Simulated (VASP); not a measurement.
# SbSe4 in VASP: a series of runs

The runs below take SbSe4 through single point, relaxation of cell and atoms, with PBE.

Everything below comes from runs of VASP 6.6.1. Logs are shortened: lines on timing, memory, paths and dates and some standing lists are left out, and cuts for length are marked.

## (1) The cell of the first run

It takes space group P4/mmm (No. 123, tetragonal). The conventional cell has a = 5.067 Å, b = 5.067 Å, c = 5.047 Å, α = 90.00°, β = 90.00°, γ = 90.00°. Within 4.7 Å of Sb (site symmetry 4/mmm) lie 20 Se at 3.58 to 4.38 Å. Within 3.3 Å of Se (site symmetry mmm) lie 2 Se at 2.53 Å. Se (site symmetry 4/mmm) has 6 Se at 2.52 to 2.53 Å within 3.3 Å. Se (site symmetry 4/mmm) has 2 Se at 2.52 Å within 3.3 Å.

## (2) Single point, PBE

The input, INCAR:

```
ALGO = Normal ; EDIFF = 1E-7
ENCUT = 520 ; GGA = PE
ISIF = 2 ; ISMEAR = 0
LASPH = T ; LCHARG = F
LREAL = F ; LWAVE = F
NBANDS = 22 ; NELM = 80
PREC = Accurate ; SIGMA = 0.1
```

The input, KPOINTS:

```
k-points
0
Gamma
  4 4 4
```

The input, POSCAR:

```
SbSe4
1.0
    5.0670650839      0.0000000000      0.0000000000
    0.0000000000      5.0670650839      0.0000000000
    0.0000000000      0.0000000000      5.0471885185
Sb Se
1 4
Direct
    0.0000000000      0.0000000000      0.0000000000
    0.0000000000      0.5000000000      0.5000000000
    0.5000000000      0.0000000000      0.5000000000
    0.5000000000      0.5000000000      0.5000000000
    0.5000000000      0.5000000000      0.0000000000
```

Potentials or basis: VASP PAW PBE potentials, release 64 (Sb, Se).

Launch:

```console
cat potpaw_PBE.64/Sb/POTCAR potpaw_PBE.64/Se/POTCAR > POTCAR
mpirun -np 1 vasp_std > vasp.out
```

OUTCAR:

```text
EDIFF = 1E-7
   ENCUT = 520
   GGA = PE
   ISIF = 2
   ISMEAR = 0
   LASPH = T
   LREAL = F
   NELM = 80
   PREC = Accurate

 ion  position               nearest neighbor table
   1  0.000  0.000  0.000-
   2  0.000  0.500  0.500-   4 2.53   4 2.53
   3  0.500  0.000  0.500-   4 2.53   4 2.53
   4  0.500  0.500  0.500-   5 2.52   5 2.52   2 2.53   3 2.53   3 2.53   2 2.53
   5  0.500  0.500  0.000-   4 2.52   4 2.52

  LATTYP: Found a simple tetragonal cell.
 ALAT       =     5.0670650839
 C/A-ratio  =     0.9960773021

  Lattice vectors:

 A1 = (   5.0670650839,   0.0000000000,   0.0000000000)
 A2 = (   0.0000000000,   5.0670650839,   0.0000000000)
 A3 = (   0.0000000000,   0.0000000000,   5.0471885185)

Analysis of symmetry for initial positions (statically):
=====================================================================
 Subroutine PRICEL returns:
 Original cell was already a primitive cell.

 Routine SETGRP: Setting up the symmetry group for a
 simple tetragonal supercell.

 Subroutine GETGRP returns: Found 16 space group operations
 (whereof 16 operations were pure point group operations)
 out of a pool of 16 trial point group operations.

The static configuration has the point symmetry D_4h.

Analysis of symmetry for dynamics (positions and initial velocities):
=====================================================================
 Subroutine PRICEL returns:
 Original cell was already a primitive cell.

 Routine SETGRP: Setting up the symmetry group for a
 simple tetragonal supercell.

 Subroutine GETGRP returns: Found 16 space group operations
 (whereof 16 operations were pure point group operations)
 out of a pool of 16 trial point group operations.

The dynamic configuration has the point symmetry D_4h.

 Subroutine INISYM returns: Found 16 space group operations
 (whereof 16 operations are pure point group operations),
 and found     1 'primitive' translations

----------------------------------------------------------------------------------------

                                     Primitive cell

  volume of cell :     129.5873

  direct lattice vectors                    reciprocal lattice vectors
     5.067065084  0.000000000  0.000000000     0.197352902  0.000000000  0.000000000
     0.000000000  5.067065084  0.000000000     0.000000000  0.197352902  0.000000000
     0.000000000  0.000000000  5.047188518     0.000000000  0.000000000  0.198130107

  length of vectors
     5.067065084  5.067065084  5.047188518     0.197352902  0.197352902  0.198130107

  position of ions in fractional coordinates (direct lattice)
     0.000000000  0.000000000  0.000000000
     0.000000000  0.500000000  0.500000000
     0.500000000  0.000000000  0.500000000
     0.500000000  0.500000000  0.500000000
     0.500000000  0.500000000  0.000000000

  ion indices of the primitive-cell ions
   primitive index   ion index
                 1           1
                 2           2
                 3           3
                 4           4
                 5           5

----------------------------------------------------------------------------------------

 KPOINTS: k-points

Automatic generation of k-mesh.
 Grid dimensions read from file:
 generate k-points for:    4    4    4

 Generating k-lattice:

  Cartesian coordinates                     Fractional coordinates (reciprocal lattice)
     0.049338226  0.000000000  0.000000000     0.250000000  0.000000000  0.000000000
     0.000000000  0.049338226  0.000000000     0.000000000  0.250000000  0.000000000
     0.000000000  0.000000000  0.049532527     0.000000000  0.000000000  0.250000000

  Length of vectors
     0.049338226  0.049338226  0.049532527

  Shift w.r.t. Gamma in fractional coordinates (k-lattice)
     0.000000000  0.000000000  0.000000000

 Subroutine IBZKPT returns following result:
 ===========================================

 Found     18 irreducible k-points:

 Following reciprocal coordinates:
            Coordinates               Weight
  0.000000  0.000000  0.000000      1.000000
  0.250000  0.000000  0.000000      4.000000
  0.500000  0.000000  0.000000      2.000000
  0.250000  0.250000  0.000000      4.000000
  0.500000  0.250000  0.000000      4.000000
  0.500000  0.500000  0.000000      1.000000
[... 10 lines left out ...]
  0.500000  0.250000  0.500000      4.000000
  0.500000  0.500000  0.500000      1.000000
   k-points           NKPTS =     18   k-points in BZ     NKDIM =     18   number of bands    NBANDS=     22
   number of dos      NEDOS =    301   number of ions     NIONS =      5
   total plane-waves  NPLWV =  64000
   dimension x,y,z NGX =    40 NGY =   40 NGZ =   40
   dimension x,y,z NGXF=    80 NGYF=   80 NGZF=   80
   ions per type =               1   4
   NGX,Y,Z   is equivalent  to a cutoff of  13.12, 13.12, 13.18 a.u.
   NGXF,Y,Z  is equivalent  to a cutoff of  26.25, 26.25, 26.35 a.u.
 SYSTEM =  unknown system
   PREC   = accura    normal or accurate (medium, high low for compatibility)
   ISTART =      0    job   : 0-new  1-cont  2-samecut
   ICHARG =      2    charge: 1-file 2-atom 10-const
   ISPIN  =      1    spin polarized calculation?
   LNONCOLLINEAR =      F non collinear calculations
   LSORBIT =      F    spin-orbit coupling
   LASPH  =      T    aspherical Exc in radial PAW
   ENCUT  =  520.0 eV  38.22 Ry    6.18 a.u.   9.42  9.42  9.38*2*pi/ulx,y,z
   NELM   =     80;   NELMIN=  2; NELMDL= -5     # of ELM steps
   EDIFF  = 0.1E-06   stopping-criterion for ELM
   LREAL  =      F    real-space projection
   EDIFFG = 0.1E-05   stopping-criterion for IOM
   NSW    =      0    number of steps for IOM
   IBRION =     -1    ionic relax: 0-MD 1-quasi-New 2-CG
   NFREE  =      0    steps in history (QN), initial steepest desc. (CG)
   ISIF   =      2    stress and relaxation
   ISYM   =      2    0-nonsym 1-usesym 2-fastsym
   POTIM  = 0.5000    time-step for ionic-motion
   TEBEG  =    0.0;   TEEND  =   0.0 temperature during run
   PSTRESS=    0.0 pullay stress
   NELECT =      29.0000    total number of electrons
   NUPDOWN=      -1.0000    fix difference up-down
   EMIN   =  10.00;   EMAX   =-10.00  energy-range for DOS
   EFERMI =   0.00;   METHOD = LEGACY
   ISMEAR =     0;   SIGMA  =   0.10  broadening in eV -4-tet -1-fermi 0-gaus
   EFERMI_NEDOS =   21; number of points for ismear=-14 and -15
   IALGO  =     38    algorithm
   IMIX   =      4    mixing-type and parameters
     AMIX     =   0.40;   BMIX     =  1.00
     AMIX_MAG =   1.60;   BMIX_MAG =  1.00
  volume/ion in A,a.u.               =      25.92       174.90
  Fermi-wavevector in a.u.,A,eV,Ry     =   0.993924  1.878245 13.441000  0.987886
  Thomas-Fermi vector in A             =   2.125840
   LORBIT       =      0    0 simple, 1 ext, 2 COOP (PROOUT), +10 PAW based schemes
   GGA     = PE    functional components
   LHFCALC =     F    Hartree Fock is set to
   AEXX    =    0.0000 exact exchange contribution
   IVDW    =     0    specifies the selected vdW correction
   LEPSILON=     F    determine dielectric tensor
   LRPA    =     F    only Hartree local field effects (RPA)
 non-spin polarized calculation
 Gauss-broadening in eV      SIGMA  =   0.10
  energy-cutoff  :      520.00
  volume of cell :      129.59
 maximum number of plane-waves:      3524
 NGX is ok and might be reduce to    40
   NGX = 19   NGY = 19   NGZ = 19

 number of electron      28.9999993 magnetization

 Free energy of the ion-electron system (eV)
  ---------------------------------------------------
  ext. energy  EPLUGINS =         0.00000000
  ---------------------------------------------------
  free energy    TOTEN  =       -15.87321909 eV

  energy without entropy =      -15.84680195  energy(sigma->0) =      -15.86001052

 E-fermi :   3.8901     XC(G=0):  -9.5093

 val. band max:        3.8843782909   @ k =   0.5000   0.0000   0.5000
 cond. band min:       3.8925075782   @ k =   0.5000   0.2500   0.5000
 fundamental gap:      0.0081292873
 Fermi energy:         3.8901111062

 k-point     1 :       0.0000    0.0000    0.0000
  band No.  band energies     occupation
      1     -11.9168      2.00000
      2      -7.8467      2.00000
      3      -7.8434      2.00000
      4      -6.0746      2.00000
      5      -3.9537      2.00000
      6      -2.5904      2.00000
[... 14 lines left out ...]
     21       8.8425      0.00000
     22       8.8598      0.00000

 k-point     2 :       0.2500    0.0000    0.0000
  band No.  band energies     occupation
      1     -11.7460      2.00000
      2      -8.3092      2.00000
      3      -7.8332      2.00000
      4      -6.2865      2.00000
      5      -4.3166      2.00000
      6      -2.4830      2.00000
[... 14 lines left out ...]
     21       9.9081      0.00000
     22       9.9365      0.00000

 k-point     3 :       0.5000    0.0000    0.0000
  band No.  band energies     occupation
      1     -11.5317      2.00000
      2      -8.8348      2.00000
      3      -7.8221      2.00000
      4      -6.2526      2.00000
      5      -4.6607      2.00000
      6      -2.3627      2.00000
[... 14 lines left out ...]
     21      10.0415      0.00000
     22      11.1537      0.00000
[... 326 lines left out ...]
 k-point    17 :       0.5000    0.2500    0.5000
  band No.  band energies     occupation
      1     -10.8130      2.00000
      2      -8.7268      2.00000
      3      -8.7054      2.00000
      4      -7.8365      2.00000
      5      -4.7589      2.00000
      6      -0.4853      2.00000
[... 14 lines left out ...]
     21      11.3809      0.00000
     22      11.8525      0.00000

 k-point    18 :       0.5000    0.5000    0.5000
  band No.  band energies     occupation
      1     -10.4343      2.00000
      2      -8.6998      2.00000
      3      -8.6782      2.00000
      4      -8.6782      2.00000
      5      -4.6358      2.00000
      6      -0.2667      2.00000
[... 14 lines left out ...]
     21      10.7691      0.00000
     22      10.8058      0.00000

------------------------ aborting loop because EDIFF is reached ----------------------------------------

  FORCE on cell =-STRESS in cart. coord.  units (eV):
  Direction    XX          YY          ZZ          XY          YZ          ZX
  --------------------------------------------------------------------------------------
  -------------------------------------------------------------------------------------
  Total       -0.0112434     -0.0112434      0.2568924      0.0000000      0.0000000      0.0000000
  in kB       -0.1390098     -0.1390098      3.1761377      0.0000000      0.0000000      0.0000000
  external PRESSURE =       0.9660394 kB  Pullay stress =       0.0000000 kB

 VOLUME and BASIS-vectors are now :
 -----------------------------------------------------------------------------
  energy-cutoff  :      520.00
  volume of cell :      129.59
      direct lattice vectors                 reciprocal lattice vectors
     5.067065084  0.000000000  0.000000000     0.197352902  0.000000000  0.000000000
     0.000000000  5.067065084  0.000000000     0.000000000  0.197352902  0.000000000
     0.000000000  0.000000000  5.047188518     0.000000000  0.000000000  0.198130107

 POSITION                                       TOTAL-FORCE (eV/Angst)
 -----------------------------------------------------------------------------------
      0.00000      0.00000      0.00000         0.000000      0.000000      0.000000
      0.00000      2.53353      2.52359         0.000000      0.000000      0.000000
      2.53353      0.00000      2.52359         0.000000      0.000000      0.000000
      2.53353      2.53353      2.52359         0.000000      0.000000      0.000000
      2.53353      2.53353      0.00000         0.000000      0.000000      0.000000
 -----------------------------------------------------------------------------------
    total drift:                                0.000000     -0.000000     -0.000000

  FREE ENERGIE OF THE ION-ELECTRON SYSTEM (eV)
  ---------------------------------------------------
  free  energy   TOTEN  =       -15.8732190858 eV

  energy  without entropy=      -15.8468019503  energy(sigma->0) =      -15.86001052
```

Wall time 24 s (1 thread of Intel Xeon Platinum 8559C (Emerald Rapids), shared host); peak memory 0.24 GiB.

Results:

| Quantity | Value |
| --- | --- |
| Free energy | -15.8732 eV |
| Pressure | 0.1 GPa |

Levels at points of the mesh, in eV from the Fermi level:
| k point | band 10 | band 11 | band 12 | band 13 | band 14 | band 15 | band 16 | band 17 | band 18 | band 19 |
| --- | --- | --- | --- | --- | --- | --- | --- | --- | --- | --- |
| (0.00, 0.00, 0.00) | -1.82 | -1.82 | -0.79 | -0.79 | -0.79 | 2.13 | 2.13 | 2.13 | 4.88 | 4.90 |
| (0.50, 0.00, 0.00) | -2.29 | -1.34 | -1.07 | -0.82 | -0.80 | 0.18 | 0.55 | 1.18 | 1.19 | 5.56 |
| (0.50, 0.50, 0.00) | -1.68 | -1.68 | -1.19 | -1.04 | -1.04 | -0.29 | -0.04 | 0.51 | 2.10 | 2.10 |
| (0.00, 0.00, 0.50) | -2.24 | -1.36 | -1.04 | -0.82 | -0.82 | 0.17 | 0.54 | 1.16 | 1.16 | 5.56 |
| (0.50, 0.00, 0.50) | -1.69 | -1.68 | -1.19 | -1.05 | -1.01 | -0.30 | -0.01 | 0.53 | 2.11 | 2.11 |
| (0.50, 0.50, 0.50) | -1.16 | -1.12 | -1.12 | -1.07 | 0.55 | 0.57 | 0.57 | 0.69 | 2.05 | 2.05 |

Caveat: spin-orbit coupling is left out, which moves the levels of the heavy elements.

(Part 1 of 2 ends here.)
